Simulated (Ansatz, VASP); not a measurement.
# One calculation of Ti, two programs

```
Ti
1.0
     0.00000    2.19977    2.05586
     2.15187    0.00000    2.05586
     2.15187    2.19977    0.00000
Ti
1
Direct
  0.00000 0.00000 0.00000
```

Change from the starting cell: normal strain along x +0.0467, normal strain along y +0.0700.

Alike in both runs: task single point; functional PBE; k mesh 18 × 18 × 18; occupations gaussian, width 0.15 eV; no spin polarisation.

```csv
,VASP,Ansatz
version,VASP 6.6.1,Ansatz 0.2.0
potentials or method,"VASP PAW PBE potentials, release 64 (Ti_sv), cutoff 520 eV","scalar-relativistic, plane waves, PAW"
valence electrons in the cell,12,12
```

```csv
,VASP,Ansatz,Ansatz less VASP
gap on the k mesh at the Fermi level (eV),none,none,-
pressure (GPa),-9.9,-9.9,-0.06
"traceless stress, the component that is largest in VASP (GPa)",1.16,1.16,-0.006
```

A gap of «none» marks a metal or a gap that the smearing closes. With one functional, cell and mesh, what is left measures potentials, basis and numerics.
